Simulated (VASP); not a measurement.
A run of VASP 6.6.1 is set up as follows.

Contents of INCAR:

```
ALGO     = Normal         # electronic algorithm
EDIFF    = 1E-6           # SCF threshold, eV
ENCUT    = 520            # plane-wave cutoff, eV
GGA      = PS             # functional
ISIF     = 2              # what is computed and relaxed
ISMEAR   = 0              # smearing method
LASPH    = T              # aspherical terms in the spheres
LCHARG   = T              # write CHGCAR
LELF     = T              # ELF
LREAL    = F              # projectors in reciprocal space
LVHAR    = T            
LWAVE    = F              # write WAVECAR
NBANDS   = 16             # bands
NELM     = 100            # most SCF steps
PREC     = Accurate       # precision mode
SIGMA    = 0.05           # smearing width, eV
```

Contents of KPOINTS:

```
k-points
0
Gamma
  8 8 8
```

The input POSCAR:

```
CdTe
1.0
    0.0000000000      3.5248383385      2.7493739040
    3.5248383385      0.0000000000      2.7493739040
    3.5248383385      3.5248383385      0.0000000000
Cd Te
1 1
Direct
    0.0000000000      0.0000000000      0.0000000000
    0.7500000000      0.7500000000      0.7500000000
```

Potentials or basis: VASP PAW PBE potentials, release 64 (Cd, Te).

The run is started by

```console
$ cat potpaw_PBE.64/Cd/POTCAR potpaw_PBE.64/Te/POTCAR > POTCAR
$ mpirun -np 1 vasp_std > vasp.out
```

(1) Predict the pressure.

(2) What does it give for the band gap on the k mesh?

Results:

(1) -0.9 GPa.

(2) 0.17 eV, direct.

Caveat: the PAW data sets were made with another functional, which shifts forces and pressure a little; spin-orbit coupling is left out, which moves the levels of the heavy elements.
